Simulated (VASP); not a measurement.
# Au (Fm-3m) in VASP: notebook

Au is run at these levels: PBEsol; tasks: single point, relaxation of cell and atoms.

Everything below comes from runs of VASP 6.6.1. Logs are shortened: lines on timing, memory, paths and dates and some standing lists are left out, and cuts for length are marked.

## Step 1: The cell of the first run

It takes space group Fm-3m (No. 225, cubic). Conventional cell: a = 4.203 Å, b = 4.203 Å, c = 4.203 Å, α = 90.00°, β = 90.00°, γ = 90.00°. Within 3.9 Å of Au (site symmetry m-3m) lie 12 Au at 2.97 Å.

## Step 2: Single point, PBEsol (volume scaled by 1.09)

Input file INCAR:

```
ALGO = Normal
EDIFF = 1E-6
ENCUT = 520
GGA = PS
ISIF = 2
ISMEAR = 0
LASPH = T
LCHARG = T
LELF = T
LREAL = F
LVHAR = T
LWAVE = F
NBANDS = 12
NELM = 60
PREC = Accurate
SIGMA = 0.1
```

Input file KPOINTS:

```
k-points
0
Gamma
  18 18 18
```

Input file POSCAR:

```
Au
1.0
    0.0000000000      2.1013663659      2.1013663659
    2.1013663659      0.0000000000      2.1013663659
    2.1013663659      2.1013663659      0.0000000000
Au
1
Direct
    0.0000000000      0.0000000000      0.0000000000
```

Potentials or basis: VASP PAW PBE potentials, release 64 (Au).

Run with:

```console
$ cat potpaw_PBE.64/Au/POTCAR > POTCAR
$ mpirun -np 1 vasp_std > vasp.out
```

OUTCAR:

```text
EDIFF = 1E-6
   ENCUT = 520
   GGA = PS
   ISIF = 2
   ISMEAR = 0
   LASPH = T
   LREAL = F
   NELM = 60
   PREC = Accurate

 ion  position               nearest neighbor table
   1  0.000  0.000  0.000-

  LATTYP: Found a face centered cubic cell.
 ALAT       =     4.2027327318

  Lattice vectors:

 A1 = (   0.0000000000,   2.1013663659,   2.1013663659)
 A2 = (   2.1013663659,   0.0000000000,   2.1013663659)
 A3 = (   2.1013663659,   2.1013663659,   0.0000000000)

Analysis of symmetry for initial positions (statically):
=====================================================================
 Subroutine PRICEL returns:
 Original cell was already a primitive cell.

 Routine SETGRP: Setting up the symmetry group for a
 face centered cubic supercell.

 Subroutine GETGRP returns: Found 48 space group operations
 (whereof 48 operations were pure point group operations)
 out of a pool of 48 trial point group operations.

The static configuration has the point symmetry O_h .

Analysis of symmetry for dynamics (positions and initial velocities):
=====================================================================
 Subroutine PRICEL returns:
 Original cell was already a primitive cell.

 Routine SETGRP: Setting up the symmetry group for a
 face centered cubic supercell.

 Subroutine GETGRP returns: Found 48 space group operations
 (whereof 48 operations were pure point group operations)
 out of a pool of 48 trial point group operations.

The dynamic configuration has the point symmetry O_h .

 Subroutine INISYM returns: Found 48 space group operations
 (whereof 48 operations are pure point group operations),
 and found     1 'primitive' translations

----------------------------------------------------------------------------------------

                                     Primitive cell

  volume of cell :      18.5582

  direct lattice vectors                    reciprocal lattice vectors
     0.000000000  2.101366366  2.101366366    -0.237940422  0.237940422  0.237940422
     2.101366366  0.000000000  2.101366366     0.237940422 -0.237940422  0.237940422
     2.101366366  2.101366366  0.000000000     0.237940422  0.237940422 -0.237940422

  length of vectors
     2.971780814  2.971780814  2.971780814     0.412124900  0.412124900  0.412124900

  position of ions in fractional coordinates (direct lattice)
     0.000000000  0.000000000  0.000000000

  ion indices of the primitive-cell ions
   primitive index   ion index
                 1           1

----------------------------------------------------------------------------------------

 KPOINTS: k-points

Automatic generation of k-mesh.
 Grid dimensions read from file:
 generate k-points for:   18   18   18

 Generating k-lattice:

  Cartesian coordinates                     Fractional coordinates (reciprocal lattice)
    -0.013218912  0.013218912  0.013218912     0.055555556  0.000000000  0.000000000
     0.013218912 -0.013218912  0.013218912     0.000000000  0.055555556  0.000000000
     0.013218912  0.013218912 -0.013218912     0.000000000  0.000000000  0.055555556

  Length of vectors
     0.022895828  0.022895828  0.022895828

  Shift w.r.t. Gamma in fractional coordinates (k-lattice)
     0.000000000  0.000000000  0.000000000

 Subroutine IBZKPT returns following result:
 ===========================================

 Found    195 irreducible k-points:

 Following reciprocal coordinates:
            Coordinates               Weight
  0.000000  0.000000  0.000000      1.000000
  0.055556  0.000000  0.000000      8.000000
  0.111111  0.000000  0.000000      8.000000
  0.166667  0.000000  0.000000      8.000000
  0.222222  0.000000  0.000000      8.000000
  0.277778  0.000000  0.000000      8.000000
[... 16 lines left out ...]
 -0.277778  0.055556  0.000000     24.000000
 -0.222222  0.055556  0.000000     24.000000
 [... further k-points ...]
   k-points           NKPTS =    195   k-points in BZ     NKDIM =    195   number of bands    NBANDS=     12
   number of dos      NEDOS =    301   number of ions     NIONS =      1
   total plane-waves  NPLWV =  13824
   dimension x,y,z NGX =    24 NGY =   24 NGZ =   24
   dimension x,y,z NGXF=    48 NGYF=   48 NGZF=   48
   ions per type =               1
   NGX,Y,Z   is equivalent  to a cutoff of  13.43, 13.43, 13.43 a.u.
   NGXF,Y,Z  is equivalent  to a cutoff of  26.85, 26.85, 26.85 a.u.
 SYSTEM =  unknown system
   PREC   = accura    normal or accurate (medium, high low for compatibility)
   ISTART =      0    job   : 0-new  1-cont  2-samecut
   ICHARG =      2    charge: 1-file 2-atom 10-const
   ISPIN  =      1    spin polarized calculation?
   LNONCOLLINEAR =      F non collinear calculations
   LSORBIT =      F    spin-orbit coupling
   LASPH  =      T    aspherical Exc in radial PAW
   ENCUT  =  520.0 eV  38.22 Ry    6.18 a.u.   5.53  5.53  5.53*2*pi/ulx,y,z
   NELM   =     60;   NELMIN=  2; NELMDL= -5     # of ELM steps
   EDIFF  = 0.1E-05   stopping-criterion for ELM
   LREAL  =      F    real-space projection
   EDIFFG = 0.1E-04   stopping-criterion for IOM
   NSW    =      0    number of steps for IOM
   IBRION =     -1    ionic relax: 0-MD 1-quasi-New 2-CG
   NFREE  =      0    steps in history (QN), initial steepest desc. (CG)
   ISIF   =      2    stress and relaxation
   ISYM   =      2    0-nonsym 1-usesym 2-fastsym
   POTIM  = 0.5000    time-step for ionic-motion
   TEBEG  =    0.0;   TEEND  =   0.0 temperature during run
   PSTRESS=    0.0 pullay stress
   NELECT =      11.0000    total number of electrons
   NUPDOWN=      -1.0000    fix difference up-down
   EMIN   =  10.00;   EMAX   =-10.00  energy-range for DOS
   EFERMI =   0.00;   METHOD = LEGACY
   ISMEAR =     0;   SIGMA  =   0.10  broadening in eV -4-tet -1-fermi 0-gaus
   EFERMI_NEDOS =   21; number of points for ismear=-14 and -15
   IALGO  =     38    algorithm
   IMIX   =      4    mixing-type and parameters
     AMIX     =   0.40;   BMIX     =  1.00
     AMIX_MAG =   1.60;   BMIX_MAG =  1.00
  volume/ion in A,a.u.               =      18.56       125.24
  Fermi-wavevector in a.u.,A,eV,Ry     =   1.375183  2.598720 25.730377  1.891129
  Thomas-Fermi vector in A             =   2.500542
   LORBIT       =      0    0 simple, 1 ext, 2 COOP (PROOUT), +10 PAW based schemes
   GGA     = PS    functional components
   LHFCALC =     F    Hartree Fock is set to
   AEXX    =    0.0000 exact exchange contribution
   IVDW    =     0    specifies the selected vdW correction
   LEPSILON=     F    determine dielectric tensor
   LRPA    =     F    only Hartree local field effects (RPA)
 non-spin polarized calculation
 Gauss-broadening in eV      SIGMA  =   0.10
  energy-cutoff  :      520.00
  volume of cell :       18.56
 maximum number of plane-waves:       531
 NGX is ok and might be reduce to    24
   NGX = 11   NGY = 11   NGZ = 11

 number of electron      10.9999999 magnetization

 Free energy of the ion-electron system (eV)
  ---------------------------------------------------
  ext. energy  EPLUGINS =         0.00000000
  ---------------------------------------------------
  free energy    TOTEN  =        -3.86168298 eV

  energy without entropy =       -3.86041903  energy(sigma->0) =       -3.86105101

 E-fermi :   7.8474     XC(G=0): -12.3853

 val. band max:        7.8269006791   @ k =   0.5000   0.2778   0.1111
 cond. band min:       7.8857192407   @ k =   0.5000   0.1667   0.0556
 fundamental gap:      0.0588185616
 Fermi energy:         7.8474339888

 k-point     1 :       0.0000    0.0000    0.0000
  band No.  band energies     occupation
      1      -1.1292      2.00000
      2       3.6742      2.00000
      3       3.6742      2.00000
      4       3.6742      2.00000
      5       4.9897      2.00000
      6       4.9897      2.00000
      7      22.4968      0.00000
      8      25.9995      0.00000
      9      25.9995      0.00000
     10      25.9995      0.00000
     11      30.6064      0.00000
     12      34.4030      0.00000

 k-point     2 :       0.0556    0.0000    0.0000
  band No.  band energies     occupation
      1      -1.0293      2.00000
      2       3.6441      2.00000
      3       3.7071      2.00000
      4       3.7071      2.00000
      5       4.9754      2.00000
      6       4.9754      2.00000
      7      22.5990      0.00000
      8      25.2743      0.00000
      9      26.1003      0.00000
     10      26.1003      0.00000
     11      31.1377      0.00000
     12      33.2449      0.00000

 k-point     3 :       0.1111    0.0000    0.0000
  band No.  band energies     occupation
      1      -0.7368      2.00000
      2       3.5681      2.00000
      3       3.7929      2.00000
      4       3.7929      2.00000
      5       4.9469      2.00000
      6       4.9469      2.00000
      7      22.7529      0.00000
      8      23.8422      0.00000
      9      26.3770      0.00000
     10      26.3770      0.00000
     11      30.6277      0.00000
     12      32.6500      0.00000

 k-point     4 :       0.1667    0.0000    0.0000
  band No.  band energies     occupation
      1      -0.2786      2.00000
      2       3.4900      2.00000
      3       3.8892      2.00000
      4       3.8892      2.00000
      5       4.9489      2.00000
      6       4.9489      2.00000
      7      21.5729      0.00000
      8      23.4576      0.00000
      9      26.7336      0.00000
     10      26.7336      0.00000
     11      29.4049      0.00000
     12      31.4041      0.00000

 k-point     5 :       0.2222    0.0000    0.0000
  band No.  band energies     occupation
      1       0.2814      2.00000
      2       3.4952      2.00000
      3       3.9315      2.00000
      4       3.9315      2.00000
      5       5.0454      2.00000
      6       5.0454      2.00000
      7      19.5544      0.00000
      8      23.4947      0.00000
      9      26.9233      0.00000
     10      26.9233      0.00000
     11      28.8841      0.00000
     12      30.4451      0.00000
[... 228 lines left out ...]
      1       1.3879      2.00000
      2       3.6751      2.00000
      3       3.7483      2.00000
      4       5.2280      2.00000
      5       5.7388      2.00000
      6       6.5246      2.00000
      7      12.6267      0.00000
      8      22.1997      0.00000
      9      23.9294      0.00000
     10      25.1510      0.00000
     11      30.8921      0.00000
     12      31.3542      0.00000

 k-point    22 :      -0.3333    0.0556    0.0000
  band No.  band energies     occupation
      1       1.3009      2.00000
      2       3.7558      2.00000
      3       3.8240      2.00000
      4       4.4583      2.00000
      5       5.4587      2.00000
      6       5.9814      2.00000
      7      14.6137      0.00000
      8      22.5406      0.00000
      9      24.3630      0.00000
     10      26.1593      0.00000
     11      29.9261      0.00000
     12      30.8326      0.00000

 k-point    23 :      -0.2778    0.0556    0.0000
  band No.  band energies     occupation
      1       1.0372      2.00000
      2       3.7256      2.00000
      3       3.9141      2.00000
      4       3.9146      2.00000
      5       5.1598      2.00000
      6       5.6197      2.00000
      7      16.7389      0.00000
      8      22.9547      0.00000
      9      24.9809      0.00000
     10      27.3682      0.00000
     11      28.8551      0.00000
     12      30.1611      0.00000

 k-point    24 :      -0.2222    0.0556    0.0000
  band No.  band energies     occupation
      1       0.5542      2.00000
      2       3.4542      2.00000
      3       3.9460      2.00000
      4       3.9768      2.00000
      5       4.9157      2.00000
      6       5.3304      2.00000
      7      18.8965      0.00000
      8      23.2934      0.00000
      9      25.5879      0.00000
     10      28.1255      0.00000
     11      28.2484      0.00000
     12      29.9186      0.00000

 [... further k-points ...]

------------------------ aborting loop because EDIFF is reached ----------------------------------------

  FORCE on cell =-STRESS in cart. coord.  units (eV):
  Direction    XX          YY          ZZ          XY          YZ          ZX
  --------------------------------------------------------------------------------------
  -------------------------------------------------------------------------------------
  Total       -1.3897551     -1.3897551     -1.3897551     -0.0000000      0.0000000      0.0000000
  in kB     -119.9812930   -119.9812930   -119.9812930     -0.0000000      0.0000000      0.0000000
  external PRESSURE =    -119.9812930 kB  Pullay stress =       0.0000000 kB

 VOLUME and BASIS-vectors are now :
 -----------------------------------------------------------------------------
  energy-cutoff  :      520.00
  volume of cell :       18.56
      direct lattice vectors                 reciprocal lattice vectors
     0.000000000  2.101366366  2.101366366    -0.237940422  0.237940422  0.237940422
     2.101366366  0.000000000  2.101366366     0.237940422 -0.237940422  0.237940422
     2.101366366  2.101366366  0.000000000     0.237940422  0.237940422 -0.237940422

 POSITION                                       TOTAL-FORCE (eV/Angst)
 -----------------------------------------------------------------------------------
      0.00000      0.00000      0.00000        -0.000000      0.000000      0.000000
 -----------------------------------------------------------------------------------
    total drift:                               -0.000000      0.000000      0.000000

  FREE ENERGIE OF THE ION-ELECTRON SYSTEM (eV)
  ---------------------------------------------------
  free  energy   TOTEN  =        -3.8616829817 eV

  energy  without entropy=       -3.8604190342  energy(sigma->0) =       -3.86105101
```

Run time: 18 s. Hardware: 1 thread of Intel Xeon 6975P-C, shared host; peak memory 0.17 GiB.

What came out:

- Free energy: -3.8617 eV
- Pressure: -12.0 GPa

Levels at points of the mesh, in eV from the Fermi level:
```
           k point  band 3  band 4  band 5  band 6  band 7  band 8  band 9  band 10
(0.00, 0.00, 0.00)   -4.17   -4.17   -2.86   -2.86   14.65   18.15   18.15    18.15
(0.50, 0.00, 0.00)   -4.20   -1.82   -1.82   -0.56    2.69   14.07   16.51    16.51
(0.50, 0.50, 0.00)   -1.86   -1.55   -1.55    1.27    5.16    9.78    9.78    16.33
```

Caveat: the cell differs from its parent crystal (volume scaled by 1.09); the PAW data sets were made with another functional, which shifts forces and pressure a little; spin-orbit coupling is left out, which moves the levels of the heavy elements.

## Step 3: Relaxation of cell and atoms, PBEsol

This run uses another cell than the first one, of 16.85 Å³/atom, 0.908 times its volume.

Input file INCAR:

```
PREC = Accurate
ENCUT = 600
EDIFF = 1E-6
ISMEAR = 0
SIGMA = 0.1
LREAL = F
LASPH = T
NELM = 100
ALGO = Fast
ISIF = 3
LWAVE = F
LCHARG = F
GGA = PS
IBRION = 2
NSW = 100
EDIFFG = -0.002
```

Input file KPOINTS:

```
regular mesh
0
Gamma
  18 18 18
```

Input file POSCAR:

```
Au
1.0
    0.0000000000      2.0350000000      2.0350000000
    2.0350000000      0.0000000000      2.0350000000
    2.0350000000      2.0350000000      0.0000000000
Au
1
Direct
    0.0000000000      0.0000000000      0.0000000000
```

Potentials or basis: VASP PAW PBE potentials, release 64 (Au).

Run with:

```console
$ cat potpaw_PBE.64/Au/POTCAR > POTCAR
$ mpirun -np 1 vasp_std > vasp.out
```

It took 75 s on 1 thread of Intel Xeon 6975P-C, shared host; peak memory 0.18 GiB.

Results (log left out):

| Property | Result |
| --- | --- |
| Free energy | -3.9250 eV |
| Relaxed volume | 17.01 Å³/atom |
| Relaxed cell | a = 2.887 Å, b = 2.887 Å, c = 2.887 Å, α = 60.00°, β = 60.00°, γ = 60.00° |
| Space group after relaxing (to 0.05 Å) | Fm-3m (No. 225) |
| Energy gained by relaxing | 0.7 meV/atom |
| Ionic steps | 13 |
| Pressure after relaxing | 0.0 GPa |

Step by step:
| step | energy change (eV) | largest force (eV/Å) | pressure (GPa) | volume (Å³) |
| --- | --- | --- | --- | --- |
| 1 | 0.0000 | 0.0000 | 1.69 | 16.85 |
| 2 | 0.0018 | 0.0000 | -2.74 | 17.29 |
| 3 | -0.0007 | 0.0000 | -0.11 | 17.00 |
| 4 | -0.0007 | 0.0000 | 0.09 | 16.99 |
| 5 | -0.0007 | 0.0000 | 0.07 | 17.00 |
| 6 | -0.0007 | 0.0000 | 0.09 | 17.00 |
| 7 | -0.0007 | 0.0000 | 0.05 | 17.00 |
| 8 | -0.0007 | 0.0000 | 0.06 | 17.00 |
| 9 | -0.0007 | 0.0000 | 0.06 | 17.00 |
| 10 | -0.0007 | 0.0000 | 0.05 | 17.00 |
| 11 | -0.0007 | 0.0000 | 0.06 | 17.00 |
| 12 | -0.0007 | 0.0000 | 0.06 | 17.00 |
| 13 | -0.0007 | 0.0000 | -0.02 | 17.01 |

Final structure:
```xyz
1
Lattice="0.0000 2.0411 2.0411 2.0411 0.0000 2.0411 2.0411 2.0411 0.0000" Properties=species:S:1:pos:R:3 pbc="T T T"
Au    2.0411    2.0411    0.0000
```

Levels at points of the mesh, in eV from the Fermi level:
```
           k point  band 4  band 5  band 6  band 7  band 8  band 9
(0.00, 0.00, 0.00)   -4.66   -3.12   -3.12   14.53   18.53   18.53
(0.50, 0.00, 0.00)   -1.92   -1.92   -1.01    3.10   13.97   17.14
(0.50, 0.50, 0.00)   -1.59   -1.59    0.98    5.79    9.99    9.99
```

Caveat: the PAW data sets were made with another functional, which shifts forces and pressure a little; spin-orbit coupling is left out, which moves the levels of the heavy elements. Zero-point motion and thermal expansion aren't in these numbers.
